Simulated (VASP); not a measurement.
# NaF (I4/mmm) in VASP: notebook

NaF is run at these levels: LDA; tasks: single point.

All numbers are computed with VASP 6.6.1; they aren't measurements. Logs are shortened: lines on timing, memory, paths and dates and some standing lists are left out, and cuts for length are marked.

## Step 1: The cell of the first run

The structure is tetragonal, space group I4/mmm (No. 139). The conventional cell has a = 3.121 Å, b = 3.121 Å, c = 4.530 Å, α = 90.00°, β = 90.00°, γ = 90.00°. Within 2.9 Å of Na (site symmetry 4/mmm) lie 6 F at 2.21 to 2.27 Å. F (site symmetry 4/mmm) has 6 Na at 2.21 to 2.27 Å within 2.9 Å.

## Step 2: Single point, LDA (strain -0.050 along x and y, -0.025 along z)

INCAR

```
PREC = Accurate
ENCUT = 520
EDIFF = 1E-6
ISMEAR = 0
SIGMA = 0.05
LREAL = F
LASPH = T
NELM = 100
ALGO = Normal
ISIF = 2
LWAVE = F
LCHARG = T
GGA = CA
LELF = T
LVHAR = T
NBANDS = 14
```

KPOINTS

```
Automatic mesh
0
Gamma
  8 8 8
```

POSCAR

```
NaF
1.0
    0.0000000000      2.2071350000      2.2652175000
    2.2071350000      0.0000000000      2.2652175000
    2.2071350000      2.2071350000      0.0000000000
Na F
1 1
Direct
    0.0000000000      0.0000000000      0.0000000000
    0.5000000000      0.5000000000      0.5000000000
```

Potentials or basis: VASP PAW LDA potentials, release 64 (Na_pv, F).

Launch:

```sh
cat potpaw_LDA.64/Na_pv/POTCAR potpaw_LDA.64/F/POTCAR > POTCAR
mpirun -np 1 vasp_std > vasp.out
```

OUTCAR:

```text
PREC = Accurate
   ENCUT = 520
   EDIFF = 1E-6
   ISMEAR = 0
   LREAL = F
   LASPH = T
   NELM = 100
   ISIF = 2
   GGA = CA

 ion  position               nearest neighbor table
   1  0.000  0.000  0.000-   2 2.21   2 2.21   2 2.21   2 2.21   2 2.27   2 2.27
   2  0.500  0.500  0.500-   1 2.21   1 2.21   1 2.21   1 2.21   1 2.27   1 2.27

  LATTYP: Found a body centered tetragonal cell.
 ALAT       =     3.1213602510
 C/A-ratio  =     1.4514297088

  Lattice vectors:

 A1 = (  -2.2071350000,   0.0000000000,   2.2652175000)
 A2 = (   2.2071350000,   0.0000000000,   2.2652175000)
 A3 = (   0.0000000000,   2.2071350000,  -2.2652175000)

Analysis of symmetry for initial positions (statically):
=====================================================================
 Subroutine PRICEL returns:
 Original cell was already a primitive cell.

 Routine SETGRP: Setting up the symmetry group for a
 body centered tetragonal supercell.

 Subroutine GETGRP returns: Found 16 space group operations
 (whereof 16 operations were pure point group operations)
 out of a pool of 16 trial point group operations.

The static configuration has the point symmetry D_4h.

Analysis of symmetry for dynamics (positions and initial velocities):
=====================================================================
 Subroutine PRICEL returns:
 Original cell was already a primitive cell.

 Routine SETGRP: Setting up the symmetry group for a
 body centered tetragonal supercell.

 Subroutine GETGRP returns: Found 16 space group operations
 (whereof 16 operations were pure point group operations)
 out of a pool of 16 trial point group operations.

The dynamic configuration has the point symmetry D_4h.

 Subroutine INISYM returns: Found 16 space group operations
 (whereof 16 operations are pure point group operations),
 and found     1 'primitive' translations

----------------------------------------------------------------------------------------

                                     Primitive cell

  volume of cell :      22.0698

  direct lattice vectors                    reciprocal lattice vectors
     0.000000000  2.207135000  2.265217500    -0.226538023  0.226538023  0.220729356
     2.207135000  0.000000000  2.265217500     0.226538023 -0.226538023  0.220729356
     2.207135000  2.207135000  0.000000000     0.226538023  0.226538023 -0.220729356

  length of vectors
     3.162697461  3.162697461  3.121360251     0.389050640  0.389050640  0.389050640

  position of ions in fractional coordinates (direct lattice)
     0.000000000  0.000000000  0.000000000
     0.500000000  0.500000000  0.500000000

  ion indices of the primitive-cell ions
   primitive index   ion index
                 1           1
                 2           2

----------------------------------------------------------------------------------------

 KPOINTS: Automatic mesh

Automatic generation of k-mesh.
 Grid dimensions read from file:
 generate k-points for:    8    8    8

 Generating k-lattice:

  Cartesian coordinates                     Fractional coordinates (reciprocal lattice)
    -0.028317253  0.028317253  0.027591170     0.125000000  0.000000000  0.000000000
     0.028317253 -0.028317253  0.027591170     0.000000000  0.125000000  0.000000000
     0.028317253  0.028317253 -0.027591170     0.000000000  0.000000000  0.125000000

  Length of vectors
     0.048631330  0.048631330  0.048631330

  Shift w.r.t. Gamma in fractional coordinates (k-lattice)
     0.000000000  0.000000000  0.000000000

 Subroutine IBZKPT returns following result:
 ===========================================

 Found     59 irreducible k-points:

 Following reciprocal coordinates:
            Coordinates               Weight
  0.000000  0.000000  0.000000      1.000000
  0.125000  0.000000  0.000000      8.000000
  0.250000  0.000000  0.000000      8.000000
  0.375000  0.000000  0.000000      8.000000
  0.500000  0.000000  0.000000      4.000000
  0.125000  0.125000  0.000000      2.000000
[... 16 lines left out ...]
  0.250000  0.000000  0.125000     16.000000
  0.375000  0.000000  0.125000     16.000000
 [... further k-points ...]
   k-points           NKPTS =     59   k-points in BZ     NKDIM =     59   number of bands    NBANDS=     14
   number of dos      NEDOS =    301   number of ions     NIONS =      2
   total plane-waves  NPLWV =  13824
   dimension x,y,z NGX =    24 NGY =   24 NGZ =   24
   dimension x,y,z NGXF=    48 NGYF=   48 NGZF=   48
   ions per type =               1   1
   NGX,Y,Z   is equivalent  to a cutoff of  12.62, 12.62, 12.78 a.u.
   NGXF,Y,Z  is equivalent  to a cutoff of  25.23, 25.23, 25.57 a.u.
 SYSTEM =  unknown system
   PREC   = accura    normal or accurate (medium, high low for compatibility)
   ISTART =      0    job   : 0-new  1-cont  2-samecut
   ICHARG =      2    charge: 1-file 2-atom 10-const
   ISPIN  =      1    spin polarized calculation?
   LNONCOLLINEAR =      F non collinear calculations
   LSORBIT =      F    spin-orbit coupling
   LASPH  =      T    aspherical Exc in radial PAW
   ENCUT  =  520.0 eV  38.22 Ry    6.18 a.u.   5.88  5.88  5.80*2*pi/ulx,y,z
   NELM   =    100;   NELMIN=  2; NELMDL= -5     # of ELM steps
   EDIFF  = 0.1E-05   stopping-criterion for ELM
   LREAL  =      F    real-space projection
   EDIFFG = 0.1E-04   stopping-criterion for IOM
   NSW    =      0    number of steps for IOM
   IBRION =     -1    ionic relax: 0-MD 1-quasi-New 2-CG
   NFREE  =      0    steps in history (QN), initial steepest desc. (CG)
   ISIF   =      2    stress and relaxation
   ISYM   =      2    0-nonsym 1-usesym 2-fastsym
   POTIM  = 0.5000    time-step for ionic-motion
   TEBEG  =    0.0;   TEEND  =   0.0 temperature during run
   PSTRESS=    0.0 pullay stress
   NELECT =      14.0000    total number of electrons
   NUPDOWN=      -1.0000    fix difference up-down
   EMIN   =  10.00;   EMAX   =-10.00  energy-range for DOS
   EFERMI =   0.00;   METHOD = LEGACY
   ISMEAR =     0;   SIGMA  =   0.05  broadening in eV -4-tet -1-fermi 0-gaus
   EFERMI_NEDOS =   21; number of points for ismear=-14 and -15
   IALGO  =     38    algorithm
   IMIX   =      4    mixing-type and parameters
     AMIX     =   0.40;   BMIX     =  1.00
     AMIX_MAG =   1.60;   BMIX_MAG =  1.00
  volume/ion in A,a.u.               =      11.03        74.47
  Fermi-wavevector in a.u.,A,eV,Ry     =   1.406646  2.658176 26.921224  1.978654
  Thomas-Fermi vector in A             =   2.528986
   LORBIT       =      0    0 simple, 1 ext, 2 COOP (PROOUT), +10 PAW based schemes
   GGA     = CA    functional components
   LHFCALC =     F    Hartree Fock is set to
   AEXX    =    0.0000 exact exchange contribution
   IVDW    =     0    specifies the selected vdW correction
   LEPSILON=     F    determine dielectric tensor
   LRPA    =     F    only Hartree local field effects (RPA)
 non-spin polarized calculation
 Gauss-broadening in eV      SIGMA  =   0.05
  energy-cutoff  :      520.00
  volume of cell :       22.07
 maximum number of plane-waves:       612
   NGX = 11   NGY = 11   NGZ = 11

 number of electron      14.0000008 magnetization

 Free energy of the ion-electron system (eV)
  ---------------------------------------------------
  ext. energy  EPLUGINS =         0.00000000
  ---------------------------------------------------
  free energy    TOTEN  =        -9.32213246 eV

  energy without entropy =       -9.32213246  energy(sigma->0) =       -9.32213246

 E-fermi :  -1.7024     XC(G=0): -10.5583

 val. band max:       -1.9370827585   @ k =   0.0000   0.0000   0.0000
 cond. band min:       4.6954673039   @ k =   0.0000   0.0000   0.0000
 fundamental gap:      6.6325500624
 Fermi energy:        -1.7023930277

 k-point     1 :       0.0000    0.0000    0.0000
  band No.  band energies     occupation
      1     -20.9338      2.00000
      2     -20.3747      2.00000
      3     -20.3703      2.00000
      4     -20.3703      2.00000
      5      -1.9460      2.00000
      6      -1.9371      2.00000
      7      -1.9371      2.00000
      8       4.6955      0.00000
      9      17.2867      0.00000
     10      17.4970      0.00000
     11      17.4970      0.00000
     12      20.5004      0.00000
     13      22.4676      0.00000
     14      23.2689      0.00000

 k-point     2 :       0.1250    0.0000    0.0000
  band No.  band energies     occupation
      1     -21.1298      2.00000
      2     -20.3770      2.00000
      3     -20.3721      2.00000
      4     -20.1450      2.00000
      5      -2.3040      2.00000
      6      -1.9957      2.00000
      7      -1.9862      2.00000
      8       5.2959      0.00000
      9      15.6220      0.00000
     10      17.6362      0.00000
     11      17.7990      0.00000
     12      22.0123      0.00000
     13      22.6669      0.00000
     14      22.7482      0.00000

 k-point     3 :       0.2500    0.0000    0.0000
  band No.  band energies     occupation
      1     -21.4015      2.00000
      2     -20.3852      2.00000
      3     -20.3763      2.00000
      4     -19.7984      2.00000
      5      -3.0407      2.00000
      6      -2.1205      2.00000
      7      -2.1029      2.00000
      8       6.6997      0.00000
      9      13.5336      0.00000
     10      18.2698      0.00000
     11      18.5283      0.00000
     12      21.4647      0.00000
     13      22.0631      0.00000
     14      23.8282      0.00000
[... 324 lines left out ...]
 k-point    23 :       0.2500    0.0000    0.1250
  band No.  band energies     occupation
      1     -21.3306      2.00000
      2     -20.3975      2.00000
      3     -20.3902      2.00000
      4     -19.8618      2.00000
      5      -2.8962      2.00000
      6      -2.1371      2.00000
      7      -2.1293      2.00000
      8       6.6094      0.00000
      9      13.7482      0.00000
     10      18.0145      0.00000
     11      18.1229      0.00000
     12      20.1891      0.00000
     13      23.1502      0.00000
     14      25.4272      0.00000

 k-point    24 :       0.3750    0.0000    0.1250
  band No.  band energies     occupation
      1     -21.4873      2.00000
      2     -20.4059      2.00000
      3     -20.3963      2.00000
      4     -19.6421      2.00000
      5      -3.4476      2.00000
      6      -2.2954      2.00000
      7      -2.2460      2.00000
      8       8.1444      0.00000
      9      12.3265      0.00000
     10      18.0797      0.00000
     11      18.5245      0.00000
     12      20.0371      0.00000
     13      22.9591      0.00000
     14      25.3715      0.00000

 [... further k-points ...]

------------------------ aborting loop because EDIFF is reached ----------------------------------------

  FORCE on cell =-STRESS in cart. coord.  units (eV):
  Direction    XX          YY          ZZ          XY          YZ          ZX
  --------------------------------------------------------------------------------------
  -------------------------------------------------------------------------------------
  Total        0.4790222      0.4790222      0.0210743      0.0000000      0.0000000      0.0000000
  in kB       34.7751124     34.7751124      1.5299086      0.0000000      0.0000000      0.0000000
  external PRESSURE =      23.6933778 kB  Pullay stress =       0.0000000 kB

 VOLUME and BASIS-vectors are now :
 -----------------------------------------------------------------------------
  energy-cutoff  :      520.00
  volume of cell :       22.07
      direct lattice vectors                 reciprocal lattice vectors
     0.000000000  2.207135000  2.265217500    -0.226538023  0.226538023  0.220729356
     2.207135000  0.000000000  2.265217500     0.226538023 -0.226538023  0.220729356
     2.207135000  2.207135000  0.000000000     0.226538023  0.226538023 -0.220729356

 POSITION                                       TOTAL-FORCE (eV/Angst)
 -----------------------------------------------------------------------------------
      0.00000      0.00000      0.00000         0.000000     -0.000000     -0.000000
      2.20714      2.20714      2.26522        -0.000000      0.000000      0.000000
 -----------------------------------------------------------------------------------
    total drift:                                0.000000     -0.000000      0.000000

  FREE ENERGIE OF THE ION-ELECTRON SYSTEM (eV)
  ---------------------------------------------------
  free  energy   TOTEN  =        -9.3221324648 eV

  energy  without entropy=       -9.3221324648  energy(sigma->0) =       -9.32213246
```

Run time: 22 s. Hardware: 1 thread of AMD EPYC 7R43 (Zen 3), shared host; peak memory 0.1 GiB.

What came out:

| Property | Result |
| --- | --- |
| Free energy | -9.3221 eV |
| Pressure | 2.4 GPa |
| Band gap on the k mesh | 6.63 eV, direct |

Stress tensor (GPa, compression positive):
```
3.48 0.00 0.00
0.00 3.48 0.00
0.00 0.00 0.15
```

Caveat: the cell differs from its parent crystal (strain -0.050 along x and y, -0.025 along z).

## Step 3: Single point, LDA (strain -0.050 along x and y, +0.000 along z)

INCAR

```
SYSTEM = NaF
  PREC = Accurate
  ENCUT = 520
  EDIFF = 1E-6
  ISMEAR = 0
  SIGMA = 0.05
  LREAL = .FALSE.
  LASPH = .TRUE.
  NELM = 60
  ALGO = Normal
  ISIF = 2
  LWAVE = .FALSE.
  LCHARG = .FALSE.
  GGA = CA
  NBANDS = 14
```

KPOINTS

```
regular mesh
0
G
  8 8 8
  0 0 0
```

POSCAR

```
NaF
1.0
    0.0000000000      2.2071350000      2.3233000000
    2.2071350000      0.0000000000      2.3233000000
    2.2071350000      2.2071350000      0.0000000000
Na F
1 1
Direct
    0.0000000000      0.0000000000      0.0000000000
    0.5000000000      0.5000000000      0.5000000000
```

Potentials or basis: VASP PAW LDA potentials, release 64 (Na_pv, F).

Launch:

```sh
cat potpaw_LDA.64/Na_pv/POTCAR potpaw_LDA.64/F/POTCAR > POTCAR
mpirun -np 1 vasp_std > vasp.out
```

Run time: 21 s. Hardware: 1 thread of AMD EPYC 7R43 (Zen 3), shared host; peak memory 0.09 GiB.

The run converged. Its results:

* Free energy: -9.3183 eV
* Pressure: 0.9 GPa
* Band gap on the k mesh: 6.47 eV, direct

Stress tensor (GPa, compression positive):
```
 2.77  0.00  0.00
 0.00  2.77  0.00
 0.00  0.00 -2.75
```

Levels at points of the mesh, in eV from the valence-band top:
```tsv
k point	band 5	band 6	band 7	band 8	band 9	band 10
(0.00, 0.00, 0.00)	-0.01	0.00	0.00	6.47	18.93	19.34
(0.50, 0.00, 0.00)	-1.89	-0.35	-0.30	10.96	12.89	20.22
(0.50, 0.50, 0.00)	-1.56	-0.40	-0.40	13.07	13.48	14.10
(0.50, 0.00, 0.50)	-1.45	-0.54	-0.47	12.98	13.77	14.24
```

Caveat: the cell differs from its parent crystal (strain -0.050 along x and y, +0.000 along z).

(Part 1 of 2 ends here.)
